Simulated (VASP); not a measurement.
Rb:

```
Rb
1.0
     2.93516    1.69461    7.02842
    -2.93516    1.69461    7.02842
     0.00000   -3.38923    7.02842
Rb
2
Direct
  0.05770 0.05770 0.05770
  0.94230 0.94230 0.94230
```

- Program: VASP 6.6.1
- Task: relaxation of cell and atoms
- Functional: PBE
- Potentials or basis: VASP PAW PBE potentials, release 64 (Rb_sv)
- Cutoff: 600 eV
- k mesh: 6 × 6 × 6
- Occupations: gaussian, width 0.1 eV
- Spin: no spin polarisation

At the start: pressure 3.4 GPa; volume 104.88 Å³/atom.

Q: How do energy, volume and symmetry change on relaxing?

A: Over 13 steps the energy falls by 1357.8 meV/atom and the volume is 95.38 Å³/atom (-9.1 %); space group R-3m (No. 166, to 0.1 Å) before and after.

Step by step:
```tsv
step	energy change (eV)	largest force (eV/Å)	pressure (GPa)	volume (Å³)
1	0.0000	6.7001	3.37	209.75
2	-2.4573	0.1979	-0.38	272.61
3	-2.4587	0.1915	-0.38	273.25
4	-2.4989	0.1960	-0.37	260.01
5	-2.5974	0.2072	-0.24	222.67
6	-2.5607	0.2258	0.76	158.21
7	-2.6330	0.2144	-0.03	197.59
8	-2.6350	0.2164	0.07	189.83
9	-2.6451	0.1934	0.05	189.93
10	-2.6679	0.1323	0.02	190.24
11	-2.6866	0.0411	0.00	190.79
12	-2.7014	0.0305	-0.03	190.99
13	-2.7156	0.0079	-0.04	190.77
```

Final structure:
```
CELL_PARAMETERS angstrom
2.51103 1.44974 8.73384
-2.51103 1.44974 8.73384
0.00000 -2.89949 8.73384
ATOMIC_POSITIONS crystal
Rb 0.08818 0.08818 0.08818
Rb 0.91182 0.91182 0.91182
```

Caveat: a cell axis changed by over 15 % at a fixed basis, so the end point is rough.
